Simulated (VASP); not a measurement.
Wanted: the native input for a VASP 6.6.1 run.

```yaml
Task: single point
Functional: PBE
Potentials_or_basis: VASP PAW PBE potentials, release 64 (Hf_pv, W_sv, S)
Cutoff: 520 eV
k_mesh: 8 × 8 × 8
Occupations: gaussian, width 0.1 eV
Spin: no spin polarisation
Dipole_correction: no
Further_INCAR_settings: ALGO = Normal; EDIFF = 1e-07; NBANDS = 31
```

The structure of Hf2WS2 lies in POSCAR:

```
Hf2WS2
1.0
    5.1724185171      0.0000000000      0.0000000000
    0.0000000000      5.1724185171      0.0000000000
    0.0000000000      0.0000000000      4.4029762739
Hf W S
2 1 2
Direct
    0.0000000000      0.5000000000      0.0000000000
    0.5000000000      0.0000000000      0.0000000000
    0.0000000000      0.0000000000      0.0000000000
    0.5000000000      0.5000000000      0.5000000000
    0.0000000000      0.0000000000      0.5000000000
```

The cell was generated, and may not be a known phase.

These files were run (other wordings do the same):

INCAR

```
SYSTEM = Hf2WS2
  PREC = Accurate
  ENCUT = 520
  EDIFF = 1E-7
  ISMEAR = 0
  SIGMA = 0.1
  LREAL = .False.
  LASPH = .True.
  NELM = 60
  ALGO = Normal
  ISIF = 2
  LWAVE = .False.
  LCHARG = .False.
  GGA = PE
  NBANDS = 31
```

KPOINTS

```
Automatic mesh
0
Gamma
  8 8 8
  0 0 0
```

Potentials or basis: VASP PAW PBE potentials, release 64 (Hf_pv, W_sv, S).

The run is started by

```sh
$ cat potpaw_PBE.64/Hf_pv/POTCAR potpaw_PBE.64/W_sv/POTCAR potpaw_PBE.64/S/POTCAR > POTCAR
$ mpirun -np 1 vasp_std > vasp.out
```

It gave:

```
Pressure               : -0.4 GPa
Band gap on the k mesh : zero (bands 23 and 24 overlap by 2.35 eV)
```

Caveat: spin-orbit coupling is left out, which moves the levels of the heavy elements.

Run time: 3 min on 1 thread of Intel(R) Xeon(R) 6975P-C (Granite Rapids), on a shared host, peak memory 0.4 GiB.
